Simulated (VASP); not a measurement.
**Sr: relaxation of cell and atoms with PBE**

Crystal: Sr.

```
CELL_PARAMETERS angstrom
3.95742 0.00000 0.00000
-1.97871 3.42722 0.00000
0.00000 0.00000 6.52098
ATOMIC_POSITIONS crystal
Sr 0.33333 0.66667 0.25000
Sr 0.66667 0.33333 0.75000
```

This isn't the form of Sr at room conditions, which is fcc.

```
Program                : VASP 6.6.1
Task                   : relaxation of cell and atoms
Functional             : PBE
Potentials or basis    : VASP PAW PBE potentials, release 64 (Sr_sv)
Cutoff                 : 600 eV
k mesh                 : 11 × 11 × 6
Occupations            : fermi-dirac, width 0.1 eV
Spin                   : no spin polarisation
Target pressure        : 3.6 GPa
Dipole correction      : no
Further INCAR settings : ALGO = Normal; EDIFF = 1e-07; IBRION = 2; EDIFFG = -0.005; NSW = 32; ISIF = 3
```

```
Relaxed volume                                             : 44.29 Å³/atom
Relaxed cell                                               : a = 3.960 Å, b = 3.960 Å, c = 6.524 Å, α = 90.00°, β = 90.00°, γ = 120.00°
Space group after relaxing (to 0.1 Å)                      : P6_3/mmc (No. 194)
Energy change on relaxing (the run minimises the enthalpy) : -1.6 meV/atom
Ionic steps                                                : 2
Pressure after relaxing                                    : 3.6 GPa
Band gap on the k mesh                                     : zero (bands 10 and 11 overlap by 0.19 eV)
```

Step by step:
| step | energy change (eV) | largest force (eV/Å) | pressure (GPa) | volume (Å³) |
| --- | --- | --- | --- | --- |
| 1 | 0.0000 | 0.0000 | 3.64 | 88.44 |
| 2 | -0.0032 | 0.0000 | 3.61 | 88.59 |

Final structure:
```xyz
2
Lattice="3.9596 0.0000 0.0000 -1.9798 3.4292 0.0000 0.0000 0.0000 6.5241" Properties=species:S:1:pos:R:3 pbc="T T T"
Sr    0.0000    2.2861    1.6310
Sr    1.9798    1.1431    4.8931
```

Levels at points of the mesh, in eV from the Fermi level:
```
           k point  band 6  band 7  band 8  band 9  band 10  band 11  band 12  band 13  band 14
(0.00, 0.00, 0.00)  -17.99  -17.99  -17.99   -3.91    -1.23     0.43     2.52     2.57     2.57
(0.00, 0.00, 0.50)  -18.02  -18.02  -18.02   -2.79    -2.79     1.38     1.38     2.57     2.57
```

It took 2.2 min on 1 thread of AMD EPYC 7R43 64-Core Processor (Zen 3) (shared host), peak memory 0.25 GiB.

Caveat: the cell is relaxed towards a set pressure, so the run minimises the enthalpy, not the energy.
